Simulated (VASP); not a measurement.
# Te (C2/m) in VASP: further runs, part 2 of 3

VASP 6.6.1.

### 3 Electric field gradients, LDA (27.55 Å³/atom)

The input, INCAR:

```
PREC = Accurate
ENCUT = 520
EDIFF = 1E-8
ISMEAR = -1
SIGMA = 0.05
LREAL = False
LASPH = True
NELM = 100
ALGO = Normal
ISIF = 2
LWAVE = False
LCHARG = False
GGA = CA
LEFG = True
NBANDS = 16
```

The input, KPOINTS:

```
Automatic mesh
0
Gamma
  8 8 8
```

The input, POSCAR:

```
Te
1.0
    4.2898182317     -2.4024035783      0.0000000000
    4.2898182317      2.4024035783      0.0000000000
   -0.1321666442      0.0000000000      4.0094263667
Te
3
Direct
    0.6760000000      0.6760000000      0.6750000000
    0.3240000000      0.3240000000      0.3250000000
    0.0000000000      0.0000000000      0.0000000000
```

Potentials or basis: VASP PAW LDA potentials, release 64 (Te).

Launch:

```console
> cat potpaw_LDA.64/Te/POTCAR > POTCAR
> mpirun -np 1 vasp_std > vasp.out
```

OUTCAR:

```text
PREC = Accurate
   ENCUT = 520
   EDIFF = 1E-8
   ISMEAR = -1
   LREAL = False
   LASPH = True
   NELM = 100
   ISIF = 2
   GGA = CA

 ion  position               nearest neighbor table
   1  0.676  0.676  0.675-   3 3.03   2 3.08   2 3.08   3 3.14   3 3.14   2 3.29
   2  0.324  0.324  0.325-   3 3.03   1 3.08   1 3.08   3 3.14   3 3.14   1 3.29
   3  0.000  0.000  0.000-   1 3.03   2 3.03   1 3.14   1 3.14   2 3.14   2 3.14

  LATTYP: Found a base centered monoclinic cell.
 ALAT       =     8.5796364634
 B/A-ratio  =     0.5600245625
 C/A-ratio  =     0.4675727418
 COS(beta)  =    -0.0329460833
[... 680 lines left out ...]

 Electric field gradients (V/A^2)
---------------------------------------------------------------------
 ion       V_xx      V_yy      V_zz      V_xy      V_xz      V_yz
---------------------------------------------------------------------
   1     104.632   166.629  -271.262    -0.000   -52.267     0.000
   2     104.632   166.629  -271.262    -0.000   -52.267     0.000
   3     246.972    56.900  -303.871     0.000    74.659    -0.000
---------------------------------------------------------------------

 Electric field gradients after diagonalization (V/A^2)
 (convention: |V_zz| > |V_xx| > |V_yy|)
----------------------------------------------------------------------
 ion       V_xx      V_yy      V_zz     asymmetry (V_yy - V_xx)/ V_zz
----------------------------------------------------------------------
   1     166.629   111.765  -278.394       0.197
   2     166.629   111.765  -278.394       0.197
   3     256.911    56.900  -313.811       0.637
----------------------------------------------------------------------

           NMR quadrupolar parameters

 Cq : quadrupolar parameter    Cq=e*Q*V_zz/h
 eta: asymmetry parameters     (V_yy - V_xx)/ V_zz
 Q  : nuclear electric quadrupole moment in mb (millibarn)
----------------------------------------------------------------------
 ion       Cq(MHz)       eta       Q (mb)
----------------------------------------------------------------------
   1      -0.673       0.197       1.000
   2      -0.673       0.197       1.000
   3      -0.759       0.637       1.000
----------------------------------------------------------------------
```

stdout:

```text
POSCAR found type information on POSCAR Te
 POSCAR found :  1 types and       3 ions
 scaLAPACK will be used
 LDA part: xc-table for (Slater(with rela. corr.)+CA(PZ))
 , standard interpolation
 POSCAR, INCAR and KPOINTS ok, starting setup
 FFT: planning ... GRIDC
 FFT: planning ... GRID_SOFT
 FFT: planning ... GRID
 WAVECAR not read
 entering main loop
ion   1

ion   2

ion   3
```

Run time: 98 s. Hardware: 1 thread of Intel Xeon Platinum 8488C (Sapphire Rapids), shared host; peak memory 0.28 GiB.

Results:

* Free energy: -11.1807 eV
* Pressure: 1.7 GPa
* Largest force: 0.361 eV/Å
* Band gap on the k mesh: zero (bands 9 and 10 overlap by 3.19 eV)
* Largest electric field gradient by atom: Te -278.4, -313.8 (each value once) V/Å²

Forces in eV/Å, atoms in the order of the input:
```
Te  -0.313  0.000 -0.180
Te   0.313  0.000  0.180
Te   0.000  0.000  0.000
```

Levels at points of the mesh, in eV from the Fermi level:
| k point | band 5 | band 6 | band 7 | band 8 | band 9 | band 10 | band 11 | band 12 | band 13 | band 14 |
| --- | --- | --- | --- | --- | --- | --- | --- | --- | --- | --- |
| (0.00, 0.00, 0.00) | -4.22 | -3.71 | -3.70 | -2.05 | -1.75 | 1.46 | 2.78 | 3.10 | 5.70 | 6.04 |
| (0.50, 0.00, 0.00) | -2.64 | -2.62 | -2.49 | 0.10 | 0.14 | 0.44 | 0.86 | 3.02 | 3.40 | 5.79 |
| (0.50, 0.50, 0.00) | -2.94 | -2.66 | -2.27 | 0.43 | 0.45 | 0.55 | 0.74 | 2.65 | 3.12 | 5.80 |
| (0.00, 0.00, 0.50) | -3.61 | -2.66 | -2.58 | -1.76 | -1.70 | -1.67 | -1.49 | -0.94 | 2.91 | 3.21 |
| (0.50, 0.00, 0.50) | -4.25 | -4.16 | -3.71 | -3.52 | 1.52 | 1.75 | 1.77 | 3.03 | 6.78 | 7.10 |
| (0.50, 0.50, 0.50) | -3.80 | -3.77 | -3.75 | -3.58 | 1.45 | 1.55 | 2.06 | 2.54 | 6.68 | 6.99 |

Electric field gradients, principal values (V/Å²):
```csv
atom,least,middle,greatest (by size)
1 Te,111.765,166.629,-278.394
2 Te,111.765,166.629,-278.394
3 Te,56.900,256.911,-313.811
```

Caveat: without QUAD_EFG the Cq values of the log hold for a quadrupole moment of 1 mb, not for the nuclei; spin-orbit coupling is left out, which moves the levels of the heavy elements.

### 4 Electric field gradients, LDA (28.08 Å³/atom)

This run uses another cell than the first one, of 28.08 Å³/atom.

INCAR is that of step 3.

The input, KPOINTS:

```
regular mesh
0
Gamma
  8 8 8
```

The input, POSCAR:

```
Te
1.0
    4.3171426514     -2.4177059245      0.0000000000
    4.3171426514      2.4177059245      0.0000000000
   -0.1330084927      0.0000000000      4.0349648028
Te
3
Direct
    0.6760000000      0.6760000000      0.6750000000
    0.3240000000      0.3240000000      0.3250000000
    0.0000000000      0.0000000000      0.0000000000
```

Potentials or basis: VASP PAW LDA potentials, release 64 (Te).

Launch:

```console
> cat potpaw_LDA.64/Te/POTCAR > POTCAR
> mpirun -np 1 vasp_std > vasp.out
```

OUTCAR:

```text
PREC = Accurate
   ENCUT = 520
   EDIFF = 1E-8
   ISMEAR = -1
   LREAL = False
   LASPH = True
   NELM = 100
   ISIF = 2
   GGA = CA

 ion  position               nearest neighbor table
   1  0.676  0.676  0.675-   3 3.05   2 3.10   2 3.10   3 3.16   3 3.16   2 3.31
   2  0.324  0.324  0.325-   3 3.05   1 3.10   1 3.10   3 3.16   3 3.16   1 3.31
   3  0.000  0.000  0.000-   1 3.05   2 3.05   1 3.16   1 3.16   2 3.16   2 3.16

  LATTYP: Found a base centered monoclinic cell.
 ALAT       =     8.6342853028
 B/A-ratio  =     0.5600245625
 C/A-ratio  =     0.4675727418
 COS(beta)  =    -0.0329460833

  Lattice vectors:

 A1 = (   4.3171426514,  -2.4177059245,   0.0000000000)
 A2 = (   4.3171426514,   2.4177059245,   0.0000000000)
 A3 = (  -0.1330084927,   0.0000000000,   4.0349648028)

Analysis of symmetry for initial positions (statically):
=====================================================================
 Subroutine PRICEL returns:
 Original cell was already a primitive cell.

 Routine SETGRP: Setting up the symmetry group for a
 base centered monoclinic supercell.

 Subroutine GETGRP returns: Found  4 space group operations
 (whereof  4 operations were pure point group operations)
 out of a pool of  4 trial point group operations.

The static configuration has the point symmetry C_2h.

Analysis of symmetry for dynamics (positions and initial velocities):
=====================================================================
 Subroutine PRICEL returns:
 Original cell was already a primitive cell.

 Routine SETGRP: Setting up the symmetry group for a
 base centered monoclinic supercell.

 Subroutine GETGRP returns: Found  4 space group operations
 (whereof  4 operations were pure point group operations)
 out of a pool of  4 trial point group operations.

The dynamic configuration has the point symmetry C_2h.

 Subroutine INISYM returns: Found  4 space group operations
 (whereof  4 operations are pure point group operations),
 and found     1 'primitive' translations

----------------------------------------------------------------------------------------

                                     Primitive cell

  volume of cell :      84.2305

  direct lattice vectors                    reciprocal lattice vectors
     4.317142651 -2.417705924  0.000000000     0.115817345 -0.206807617  0.003817800
     4.317142651  2.417705924  0.000000000     0.115817345  0.206807617  0.003817800
    -0.133008493  0.000000000  4.034964803     0.000000000  0.000000000  0.247833636

  length of vectors
     4.948032196  4.948032196  4.037156452     0.237060379  0.237060379  0.247833636

  position of ions in fractional coordinates (direct lattice)
     0.676000000  0.676000000  0.675000000
     0.324000000  0.324000000  0.325000000
     0.000000000  0.000000000  0.000000000

  ion indices of the primitive-cell ions
   primitive index   ion index
                 1           1
                 2           2
                 3           3

----------------------------------------------------------------------------------------

[... 83 lines left out ...]
   EFERMI =   0.00;   METHOD = LEGACY
   ISMEAR =    -1;   SIGMA  =   0.05  broadening in eV -4-tet -1-fermi 0-gaus
   EFERMI_NEDOS =   21; number of points for ismear=-14 and -15
   IALGO  =     38    algorithm
   IMIX   =      4    mixing-type and parameters
     AMIX     =   0.40;   BMIX     =  1.00
     AMIX_MAG =   1.60;   BMIX_MAG =  1.00
  volume/ion in A,a.u.               =      28.08       189.47
  Fermi-wavevector in a.u.,A,eV,Ry     =   0.978759  1.849586 13.033963  0.957969
  Thomas-Fermi vector in A             =   2.109560
   LORBIT       =      0    0 simple, 1 ext, 2 COOP (PROOUT), +10 PAW based schemes
   GGA     = CA    functional components
   LHFCALC =     F    Hartree Fock is set to
   AEXX    =    0.0000 exact exchange contribution
   IVDW    =     0    specifies the selected vdW correction
   LEPSILON=     F    determine dielectric tensor
   LRPA    =     F    only Hartree local field effects (RPA)
 non-spin polarized calculation
  energy-cutoff  :      520.00
  volume of cell :       84.23
 maximum number of plane-waves:      2288
 NGX is ok and might be reduce to    40
   NGX = 19   NGY = 19   NGZ = 15

 number of electron      17.9999999 magnetization

 Free energy of the ion-electron system (eV)
  ---------------------------------------------------
  ext. energy  EPLUGINS =         0.00000000
  ---------------------------------------------------
  free energy    TOTEN  =       -11.19113039 eV

  energy without entropy =      -11.17611937  energy(sigma->0) =      -11.18362488

 E-fermi :   8.0152     XC(G=0): -10.2300

 val. band max:        8.0033379338   @ k =   0.2500   0.2500   0.5000
 cond. band min:       8.0239206761   @ k =  -0.1250   0.0000   0.1250
 fundamental gap:      0.0205827422
 Fermi energy:         8.0152288202

 k-point     1 :       0.0000    0.0000    0.0000
  band No.  band energies     occupation
      1      -6.2928      2.00000
      2      -1.6033      2.00000
      3      -1.5616      2.00000
      4       3.6439      2.00000
      5       3.9021      2.00000
      6       4.3963      2.00000
[... 433 lines left out ...]
      3      -1.7102      2.00000
      4       2.6321      2.00000
      5       2.9653      2.00000
      6       5.7231      2.00000
[... 8 lines left out ...]
     15      15.2982      0.00000
     16      16.0159      0.00000

 [... further k-points ...]

------------------------ aborting loop because EDIFF is reached ----------------------------------------

  FORCE on cell =-STRESS in cart. coord.  units (eV):
  Direction    XX          YY          ZZ          XY          YZ          ZX
  --------------------------------------------------------------------------------------
  -------------------------------------------------------------------------------------
  Total       -0.4629767     -0.3697633      1.4563662      0.0000000      0.0000000      0.4719085
  in kB       -8.8064349     -7.0333907     27.7020268      0.0000000      0.0000000      8.9763283
  external PRESSURE =       3.9540671 kB  Pullay stress =       0.0000000 kB

 VOLUME and BASIS-vectors are now :
 -----------------------------------------------------------------------------
  energy-cutoff  :      520.00
  volume of cell :       84.23
      direct lattice vectors                 reciprocal lattice vectors
     4.317142651 -2.417705924  0.000000000     0.115817345 -0.206807617  0.003817800
     4.317142651  2.417705924  0.000000000     0.115817345  0.206807617  0.003817800
    -0.133008493  0.000000000  4.034964803     0.000000000  0.000000000  0.247833636

 POSITION                                       TOTAL-FORCE (eV/Angst)
 -----------------------------------------------------------------------------------
      5.74700      0.00000      2.72360        -0.265198      0.000000     -0.170830
      2.75428      0.00000      1.31136         0.265198      0.000000      0.170830
      0.00000      0.00000      0.00000         0.000000      0.000000      0.000000
 -----------------------------------------------------------------------------------
    total drift:                               -0.000000     -0.000000     -0.000000

  FREE ENERGIE OF THE ION-ELECTRON SYSTEM (eV)
  ---------------------------------------------------
  free  energy   TOTEN  =       -11.1911303885 eV

  energy  without entropy=      -11.1761193730  energy(sigma->0) =      -11.18362488

 Electric field gradients (V/A^2)
---------------------------------------------------------------------
 ion       V_xx      V_yy      V_zz      V_xy      V_xz      V_yz
---------------------------------------------------------------------
   1     103.857   168.241  -272.098     0.000   -53.622    -0.000
   2     103.857   168.241  -272.098     0.000   -53.622    -0.000
   3     248.469    56.715  -305.184    -0.000    75.017     0.000
---------------------------------------------------------------------

 Electric field gradients after diagonalization (V/A^2)
 (convention: |V_zz| > |V_xx| > |V_yy|)
----------------------------------------------------------------------
 ion       V_xx      V_yy      V_zz     asymmetry (V_yy - V_xx)/ V_zz
----------------------------------------------------------------------
   1     168.241   111.356  -279.597       0.203
   2     168.241   111.356  -279.597       0.203
   3     258.453    56.715  -315.168       0.640
----------------------------------------------------------------------

           NMR quadrupolar parameters

 Cq : quadrupolar parameter    Cq=e*Q*V_zz/h
 eta: asymmetry parameters     (V_yy - V_xx)/ V_zz
 Q  : nuclear electric quadrupole moment in mb (millibarn)
----------------------------------------------------------------------
 ion       Cq(MHz)       eta       Q (mb)
----------------------------------------------------------------------
   1      -0.676       0.203       1.000
   2      -0.676       0.203       1.000
   3      -0.762       0.640       1.000
----------------------------------------------------------------------
```

Wall time 97 s (1 thread of Intel Xeon Platinum 8488C (Sapphire Rapids), shared host); peak memory 0.28 GiB.

Results:

| Item | Value |
| --- | --- |
| Free energy | -11.1911 eV |
| Pressure | 0.4 GPa |
| Largest force | 0.315 eV/Å |
| Band gap on the k mesh | zero (bands 9 and 10 overlap by 3.07 eV) |
| Largest electric field gradient by atom | Te -279.6, -315.2 (each value once) V/Å² |

Forces in eV/Å, atoms in the order of the input:
```
Te  -0.265  0.000 -0.171
Te   0.265  0.000  0.171
Te   0.000  0.000  0.000
```

Electric field gradients, principal values (V/Å²):
```csv
atom,least,middle,greatest (by size)
1 Te,111.356,168.241,-279.597
2 Te,111.356,168.241,-279.597
3 Te,56.715,258.453,-315.168
```

Caveat: without QUAD_EFG the Cq values of the log hold for a quadrupole moment of 1 mb, not for the nuclei; spin-orbit coupling is left out, which moves the levels of the heavy elements.

(Part 2 of 3 ends here.)
